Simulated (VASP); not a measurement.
# MgSi (P4/mmm) in VASP: single point with PBEsol+D3(BJ)

Aim: the single point of MgSi with PBEsol+D3(BJ).

Everything below comes from runs of VASP 6.6.1. Logs are shortened: lines on timing, memory, paths and dates and some standing lists are left out, and cuts for length are marked.

## (1) The cell of the first run

It takes space group P4/mmm (No. 123, tetragonal). Conventional cell: a = 2.908 Å, b = 2.908 Å, c = 4.103 Å, α = 90.00°, β = 90.00°, γ = 90.00°. Within 3.8 Å of Mg (site symmetry 4/mmm) lie 8 Si at 2.90 Å and 4 Mg at 2.91 Å. Within 3.8 Å of Si (site symmetry 4/mmm) lie 8 Mg at 2.90 Å and 4 Si at 2.91 Å.

## (2) Single point, PBEsol+D3(BJ)

File INCAR:

```
PREC = Accurate
ENCUT = 600
EDIFF = 1E-6
ISMEAR = 0
SIGMA = 0.1
LREAL = False
LASPH = True
NELM = 120
ALGO = Normal
ISIF = 2
LWAVE = False
LCHARG = False
GGA = PS
IVDW = 12
NBANDS = 14
GGA_COMPAT = False
```

File KPOINTS:

```
regular mesh
0
Gamma
  4 8 4
```

File POSCAR:

```
MgSi
1.0
    5.8167880000      0.0000000000      0.0000000000
    0.0000000000      2.9083940000      0.0000000000
    0.0000000000      0.0000000000      4.1034270000
Mg Si
2 2
Direct
    0.0000000000      0.0000000000      0.0000000000
    0.5000000000      0.0000000000      0.0000000000
    0.2500000000      0.5000000000      0.5000000000
    0.7500000000      0.5000000000      0.5000000000
```

Potentials or basis: VASP PAW PBE potentials, release 64 (Mg, Si).

The run is started by

```
$ cat potpaw_PBE.64/Mg/POTCAR potpaw_PBE.64/Si/POTCAR > POTCAR
$ mpirun -np 1 vasp_std > vasp.out
```

OUTCAR:

```text
PREC = Accurate
   ENCUT = 600
   EDIFF = 1E-6
   ISMEAR = 0
   LREAL = False
   LASPH = True
   NELM = 120
   ISIF = 2
   GGA = PS
   IVDW = 12
 IVDW          = 12

 ion  position               nearest neighbor table
   1  0.000  0.000  0.000-   3 2.90   4 2.90   3 2.90   4 2.90   3 2.90   4 2.90   3 2.90   4 2.90
                             2 2.91   2 2.91
   2  0.500  0.000  0.000-   3 2.90   4 2.90   3 2.90   4 2.90   3 2.90   4 2.90   3 2.90   4 2.90
                             1 2.91   1 2.91
   3  0.250  0.500  0.500-   1 2.90   2 2.90   1 2.90   2 2.90   1 2.90   2 2.90   1 2.90   2 2.90
                             4 2.91   4 2.91
   4  0.750  0.500  0.500-   1 2.90   2 2.90   1 2.90   2 2.90   1 2.90   2 2.90   1 2.90   2 2.90
                             3 2.91   3 2.91

  LATTYP: Found a simple orthorhombic cell.
 ALAT       =     2.9083940000
 B/A-ratio  =     1.4108910278
 C/A-ratio  =     2.0000000000

  Lattice vectors:

 A1 = (   0.0000000000,   2.9083940000,   0.0000000000)
 A2 = (   0.0000000000,   0.0000000000,   4.1034270000)
 A3 = (   5.8167880000,   0.0000000000,   0.0000000000)

Analysis of symmetry for initial positions (statically):
=====================================================================
 Subroutine PRICEL returns following result:

  LATTYP: Found a simple tetragonal cell.
 ALAT       =     2.9083940000
 C/A-ratio  =     1.4108910278

  Lattice vectors:

 A1 = (   2.9083940000,   0.0000000000,   0.0000000000)
 A2 = (   0.0000000000,   2.9083940000,   0.0000000000)
 A3 = (   0.0000000000,   0.0000000000,   4.1034270000)

   2 primitive cells build up your supercell.

 Routine SETGRP: Setting up the symmetry group for a
 simple orthorhombic supercell.

 Subroutine GETGRP returns: Found  8 space group operations
 (whereof  8 operations were pure point group operations)
 out of a pool of  8 trial point group operations.

The static configuration has the point symmetry D_2h.

Analysis of symmetry for dynamics (positions and initial velocities):
=====================================================================
 Subroutine PRICEL returns following result:

  LATTYP: Found a simple tetragonal cell.
 ALAT       =     2.9083940000
 C/A-ratio  =     1.4108910278

  Lattice vectors:

 A1 = (   2.9083940000,   0.0000000000,   0.0000000000)
 A2 = (   0.0000000000,   2.9083940000,   0.0000000000)
 A3 = (   0.0000000000,   0.0000000000,   4.1034270000)

   2 primitive cells build up your supercell.

 Routine SETGRP: Setting up the symmetry group for a
 simple orthorhombic supercell.

 Subroutine GETGRP returns: Found  8 space group operations
 (whereof  8 operations were pure point group operations)
 out of a pool of  8 trial point group operations.

The dynamic configuration has the point symmetry D_2h.

 Subroutine INISYM returns: Found  8 space group operations
 (whereof  8 operations are pure point group operations),
 and found     2 'primitive' translations

----------------------------------------------------------------------------------------

                                     Primitive cell

  volume of cell :      34.7099

  direct lattice vectors                    reciprocal lattice vectors
     2.908394000  0.000000000  0.000000000     0.343832369  0.000000000  0.000000000
     0.000000000  2.908394000  0.000000000     0.000000000  0.343832369  0.000000000
     0.000000000  0.000000000  4.103427000     0.000000000  0.000000000  0.243698743

  length of vectors
     2.908394000  2.908394000  4.103427000     0.343832369  0.343832369  0.243698743

  position of ions in fractional coordinates (direct lattice)
     0.000000000  0.000000000  0.000000000
     0.500000000  0.500000000  0.500000000

  ion indices of the primitive-cell ions
   primitive index   ion index
                 1           1
                 2           3

----------------------------------------------------------------------------------------

 KPOINTS: regular mesh

Automatic generation of k-mesh.
 Grid dimensions read from file:
 generate k-points for:    4    8    4

 Generating k-lattice:

  Cartesian coordinates                     Fractional coordinates (reciprocal lattice)
     0.042979046  0.000000000  0.000000000     0.250000000  0.000000000  0.000000000
     0.000000000  0.042979046  0.000000000     0.000000000  0.125000000  0.000000000
     0.000000000  0.000000000  0.060924686     0.000000000  0.000000000  0.250000000

  Length of vectors
     0.042979046  0.042979046  0.060924686

  Shift w.r.t. Gamma in fractional coordinates (k-lattice)
     0.000000000  0.000000000  0.000000000

 Subroutine IBZKPT returns following result:
 ===========================================

 Found     45 irreducible k-points:

 Following reciprocal coordinates:
            Coordinates               Weight
  0.000000  0.000000  0.000000      1.000000
  0.250000  0.000000  0.000000      2.000000
  0.500000  0.000000  0.000000      1.000000
  0.000000  0.125000  0.000000      2.000000
  0.250000  0.125000  0.000000      4.000000
  0.500000  0.125000  0.000000      2.000000
[... 16 lines left out ...]
  0.250000  0.250000  0.250000      8.000000
  0.500000  0.250000  0.250000      4.000000
 [... further k-points ...]
   k-points           NKPTS =     45   k-points in BZ     NKDIM =     45   number of bands    NBANDS=     14
   number of dos      NEDOS =    301   number of ions     NIONS =      4
   total plane-waves  NPLWV =  41472
   dimension x,y,z NGX =    48 NGY =   24 NGZ =   36
   dimension x,y,z NGXF=    96 NGYF=   48 NGZF=   72
   ions per type =               2   2
   NGX,Y,Z   is equivalent  to a cutoff of  13.72, 13.72, 14.59 a.u.
   NGXF,Y,Z  is equivalent  to a cutoff of  27.44, 27.44, 29.17 a.u.
 SYSTEM =  unknown system
   PREC   = accura    normal or accurate (medium, high low for compatibility)
   ISTART =      0    job   : 0-new  1-cont  2-samecut
   ICHARG =      2    charge: 1-file 2-atom 10-const
   ISPIN  =      1    spin polarized calculation?
   LNONCOLLINEAR =      F non collinear calculations
   LSORBIT =      F    spin-orbit coupling
   LASPH  =      T    aspherical Exc in radial PAW
   ENCUT  =  600.0 eV  44.10 Ry    6.64 a.u.  11.62  5.81  8.20*2*pi/ulx,y,z
   NELM   =    120;   NELMIN=  2; NELMDL= -5     # of ELM steps
   EDIFF  = 0.1E-05   stopping-criterion for ELM
   LREAL  =      F    real-space projection
   EDIFFG = 0.1E-04   stopping-criterion for IOM
   NSW    =      0    number of steps for IOM
   IBRION =     -1    ionic relax: 0-MD 1-quasi-New 2-CG
   NFREE  =      0    steps in history (QN), initial steepest desc. (CG)
   ISIF   =      2    stress and relaxation
   ISYM   =      2    0-nonsym 1-usesym 2-fastsym
   POTIM  = 0.5000    time-step for ionic-motion
   TEBEG  =    0.0;   TEEND  =   0.0 temperature during run
   PSTRESS=    0.0 pullay stress
   NELECT =      12.0000    total number of electrons
   NUPDOWN=      -1.0000    fix difference up-down
   EMIN   =  10.00;   EMAX   =-10.00  energy-range for DOS
   EFERMI =   0.00;   METHOD = LEGACY
   ISMEAR =     0;   SIGMA  =   0.10  broadening in eV -4-tet -1-fermi 0-gaus
   EFERMI_NEDOS =   21; number of points for ismear=-14 and -15
   IALGO  =     38    algorithm
   IMIX   =      4    mixing-type and parameters
     AMIX     =   0.40;   BMIX     =  1.00
     AMIX_MAG =   1.60;   BMIX_MAG =  1.00
  volume/ion in A,a.u.               =      17.35       117.12
  Fermi-wavevector in a.u.,A,eV,Ry     =   0.911957  1.723348 11.315488  0.831665
  Thomas-Fermi vector in A             =   2.036296
   LORBIT       =      0    0 simple, 1 ext, 2 COOP (PROOUT), +10 PAW based schemes
   GGA     = PS    functional components
   LHFCALC =     F    Hartree Fock is set to
   AEXX    =    0.0000 exact exchange contribution
   IVDW    =    12    specifies the selected vdW correction
   LEPSILON=     F    determine dielectric tensor
   LRPA    =     F    only Hartree local field effects (RPA)
 non-spin polarized calculation
 Gauss-broadening in eV      SIGMA  =   0.10
  energy-cutoff  :      600.00
  volume of cell :       69.42
 maximum number of plane-waves:      2368
 NGX is ok and might be reduce to    48
   NGX = 23   NGY = 11   NGZ = 17

 number of electron      11.9999999 magnetization

 Free energy of the ion-electron system (eV)
  ---------------------------------------------------
  ext. energy  EPLUGINS =         0.00000000
  ---------------------------------------------------
  free energy    TOTEN  =       -14.71280163 eV

  energy without entropy =      -14.70615923  energy(sigma->0) =      -14.70948043

 E-fermi :   6.0523     XC(G=0):  -9.9649

 val. band max:        6.0150454952   @ k =   0.2500   0.0000   0.5000
 cond. band min:       6.0896081065   @ k =   0.0000   0.5000   0.2500
 fundamental gap:      0.0745626113
 Fermi energy:         6.0523286862

 k-point     1 :       0.0000    0.0000    0.0000
  band No.  band energies     occupation
      1      -5.1376      2.00000
      2      -1.7799      2.00000
      3       0.2330      2.00000
      4       3.2700      2.00000
      5       5.0891      2.00000
      6       5.9843      1.66424
      7       8.5733      0.00000
      8       8.9775      0.00000
      9      10.1789      0.00000
     10      10.4776      0.00000
     11      10.4777      0.00000
     12      11.5310      0.00000
     13      12.6630      0.00000
     14      14.4342      0.00000

 k-point     2 :       0.2500    0.0000    0.0000
  band No.  band energies     occupation
      1      -4.8745      2.00000
      2      -2.8601      2.00000
      3       1.8059      2.00000
      4       3.5021      2.00000
      5       5.2215      2.00000
      6       5.3547      2.00000
      7       7.4147      0.00000
      8       7.6728      0.00000
      9      10.2404      0.00000
     10      10.6842      0.00000
[... 362 lines left out ...]
 k-point    24 :       0.5000    0.2500    0.2500
  band No.  band energies     occupation
      1      -2.6713      2.00000
      2      -2.6713      2.00000
      3       2.5923      2.00000
      4       2.5923      2.00000
      5       5.3643      2.00000
      6       5.3643      2.00000
      7       6.3525      0.00002
      8       6.3525      0.00002
      9      10.6030      0.00000
     10      10.6030      0.00000
     11      10.6702      0.00000
     12      10.6702      0.00000
     13      11.8515      0.00000
     14      11.8515      0.00000

 [... further k-points ...]

------------------------ aborting loop because EDIFF is reached ----------------------------------------

 Edisp (eV)   -1.30962

 E8    (eV) :    -0.8502

  FORCE on cell =-STRESS in cart. coord.  units (eV):
  Direction    XX          YY          ZZ          XY          YZ          ZX
  --------------------------------------------------------------------------------------
  -------------------------------------------------------------------------------------
  Total      -1.53425    -1.53430    -3.25115     0.00000     0.00000     0.00000
  in kB     -35.40976   -35.41092   -75.03517     0.00000     0.00000     0.00000
  external pressure =      -48.62 kB  Pullay stress =        0.00 kB

 VOLUME and BASIS-vectors are now :
 -----------------------------------------------------------------------------
  energy-cutoff  :      600.00
  volume of cell :       69.42
      direct lattice vectors                 reciprocal lattice vectors
     5.816788000  0.000000000  0.000000000     0.171916185  0.000000000  0.000000000
     0.000000000  2.908394000  0.000000000     0.000000000  0.343832369  0.000000000
     0.000000000  0.000000000  4.103427000     0.000000000  0.000000000  0.243698743

 POSITION                                       TOTAL-FORCE (eV/Angst)
 -----------------------------------------------------------------------------------
      0.00000      0.00000      0.00000         0.000000      0.000000     -0.000000
      2.90839      0.00000      0.00000         0.000000      0.000000      0.000000
      1.45420      1.45420      2.05171        -0.000000     -0.000000     -0.000000
      4.36259      1.45420      2.05171        -0.000000      0.000000     -0.000000
 -----------------------------------------------------------------------------------
    total drift:                               -0.000000      0.000000     -0.000000

  FREE ENERGIE OF THE ION-ELECTRON SYSTEM (eV)
  ---------------------------------------------------
  free  energy   TOTEN  =       -16.0224214587 eV

  energy  without entropy=      -16.0157790526  energy(sigma->0) =      -16.01910026
```

It took 17 s on 1 thread of Intel Xeon 6975P-C (Granite Rapids), shared host; peak memory 0.22 GiB.

What came out:

* Free energy: -16.0224 eV
* Pressure: -4.9 GPa
* Band gap on the k mesh: zero (bands 6 and 7 overlap by 3.28 eV)
* Dispersion energy per atom: -0.327 eV

Stress tensor (GPa, compression positive):
```
-3.54  0.00  0.00
 0.00 -3.54  0.00
 0.00  0.00 -7.50
```

Caveat: the k points lie up to 0.38 Å⁻¹ apart, too coarse for converged energies and pressures of a metal; three body term missing; the PAW data sets were made with another functional, which shifts forces and pressure a little.

The gap in the log of VASP goes by the Fermi energy; the results here count the filled bands.